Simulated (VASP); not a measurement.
CaF, 4 atoms in the cell. Symmetry: P6_3mc, No. 186, hexagonal system. The conventional cell has a = 3.423 Å, b = 3.423 Å, c = 8.107 Å, α = 90.00°, β = 90.00°, γ = 120.00°. Within 3.5 Å of Ca (site symmetry 3m) lie 4 F at 2.48 to 2.53 Å and 6 Ca at 3.42 Å. Within 3.5 Å of F (site symmetry 3m) lie 4 Ca at 2.48 to 2.53 Å and 6 F at 3.42 Å.  This cell differs from its parent crystal: Br replaced by F, lengths x 0.872, strained.

```yaml
Program: VASP 6.6.1
Task: single point
Functional: PBEsol
Potentials_or_basis: VASP PAW PBE potentials, release 64 (Ca_sv, F)
Cutoff: 520 eV
k_mesh: 15 × 15 × 6
Occupations: gaussian, width 0.1 eV
Spin: no spin polarisation
Dipole_correction: no
Further_INCAR_settings: ALGO = Normal; EDIFF = 1e-07; NBANDS = 25
```

Potentials or basis: VASP PAW PBE potentials, release 64 (Ca_sv, F).

Command:

```sh
$ cat potpaw_PBE.64/Ca_sv/POTCAR potpaw_PBE.64/F/POTCAR > POTCAR
$ mpirun -np 1 vasp_std > vasp.out
```

Hardware: 1 thread of Intel(R) Xeon(R) Platinum 8375C CPU @ 2.90GHz (Ice Lake) (shared host).

Problem. How long does it take, and how much memory?

Solution. Run time: 2.6 min on 1 thread of Intel(R) Xeon(R) Platinum 8375C CPU @ 2.90GHz (Ice Lake), with other jobs on the host, peak memory 0.33 GiB. Counts: scf iterations 14, k points 108.
